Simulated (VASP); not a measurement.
Runs of VASP 6.6.1 on Br. The structure is orthorhombic, space group Immm (No. 71). The conventional cell has a = 2.574 Å, b = 3.440 Å, c = 7.156 Å, α = 90.00°, β = 90.00°, γ = 90.00°. Br (site symmetry mmm) has 2 Br at 2.57 Å within 3.4 Å. 

```tsv
level	k mesh	cutoff (eV)	smearing	gap on the mesh (eV)	pressure (GPa)
revPBE	2 × 2 × 2, shifted	500	methfessel-paxton 0.25 eV	none	(b)
PBE	4 × 4 × 4	500	methfessel-paxton 0.4 eV	none	(c)
PBE	8 × 8 × 8	520	gaussian 0.1 eV	none	1.0
PBE	4 × 4 × 4	500	gaussian 0.1 eV	none	3.4
PBE+D3(BJ)	2 × 2 × 3	500	fermi-dirac 0.13 eV	none	(a)
PBE	2 × 2 × 2	500	methfessel-paxton 0.16 eV	none	4.9
PBE	4 × 4 × 4	500	methfessel-paxton 0.021 eV	none	3.4
BLYP	4 × 4 × 4	500	gaussian 0.091 eV	none	5.9
BLYP	4 × 4 × 4, shifted	500	tetrahedron	none	7.7
RPBE+D3(BJ)	2 × 3 × 3	500	gaussian 0.1 eV	none	-4.4
PBE	4 × 4 × 4	500	fermi-dirac 0.00861733 eV	none	3.4
PBE	4 × 4 × 4	500	methfessel-paxton 0.015 eV	none	3.4
```

Alike in all rows: task single point; potentials or basis VASP PAW PBE potentials, release 64 (Br); no spin polarisation; cell as given.

**Question.** Fill in the values left out.

**Answer.** (a) 0.8; (b) 0.0; (c) 3.6.

Caveats: all runs use coarse meshes; an odd number of electrons without spin polarisation forces a metal; a magnetic or distorted state may lie lower; the PAW data sets were made with another functional, which shifts forces and pressure a little (some runs); pairwise dispersion overbinds metals, which lowers pressure and volume (some runs).

A k mesh can miss the band edges, and the runs leave out spin-orbit coupling on Br.

A gap of «none» marks levels without a gap at the run's occupations.
